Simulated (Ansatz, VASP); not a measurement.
## One calculation of AlNi, two programs

File INCAR:

```
  PREC = Accurate
  ENCUT = 600
  EDIFF = 1E-6
  ISMEAR = -1
  SIGMA = 0.05
  LREAL = F
  LASPH = T
  NELM = 150
  ALGO = Normal
  ISIF = 3
  LWAVE = F
  LCHARG = F
  ISPIN = 2
  MAGMOM = 1 0
  LORBIT = 11
  LMAXMIX = 4
  GGA = PS
  IBRION = 2
  NSW = 80
  EDIFFG = -0.02
```

File KPOINTS:

```
regular mesh
0
Gamma
  9 9 9
```

The input POSCAR:

```
AlNi
1.0
    2.8810000000      0.0000000000      0.0000000000
    0.0000000000      2.8810000000      0.0000000000
    0.0000000000      0.0000000000      2.8810000000
Ni Al
1 1
Direct
    0.5000000000      0.5000000000      0.5000000000
    0.0000000000      0.0000000000      0.0000000000
```

File input.yaml:

```yaml
crystal:
  lattice:
    - [2.881, 0.0, 0.0]
    - [0.0, 2.881, 0.0]
    - [0.0, 0.0, 2.881]
  atoms:
    - { symbol: Ni, position: [0.5, 0.5, 0.5], spin: 1.0 }
    - { symbol: Al, position: [0.0, 0.0, 0.0] }
kpoints:
  mp_grid: { grid: [9, 9, 9] }
scf:
  occupations: { method: fermi_dirac, width: 0.05 }
hamiltonian:
  xc: pbesol
  pseudopotentials: { kind: all_electron, lapw: { basis_error: 0.001 } }
magnetization:
  spin_polarized: true
output:
  forces: true
  stress: true
relax:
  f_tol: 0.02
  max_steps: 60
  cell: {}
```

Alike in both runs: task relaxation of cell and atoms; functional PBEsol; k mesh 9 × 9 × 9; occupations fermi-dirac, width 0.05 eV; collinear spin.

|  | VASP | Ansatz |
| --- | --- | --- |
| version | VASP 6.6.1 | Ansatz 0.2.0 |
| potentials or method | VASP PAW PBE potentials, release 64 (Ni, Al), cutoff 600 eV | all-electron LAPW, scalar-relativistic |

|  | VASP | Ansatz | Ansatz less VASP |
| --- | --- | --- | --- |
| net moment per atom (μB) | 0.00 | 0.00 | 0.000 |
| relaxed volume (Å³/atom) | 11.72 | 11.71 | -0.011 |
| relaxed length of the cell vector where the two differ most in proportion (Å) | 2.862 | 2.861 | -0.0009 |

VASP's potentials were made for PBE, not for PBEsol. Ansatz ran all-electron here, and VASP with PAW potentials.
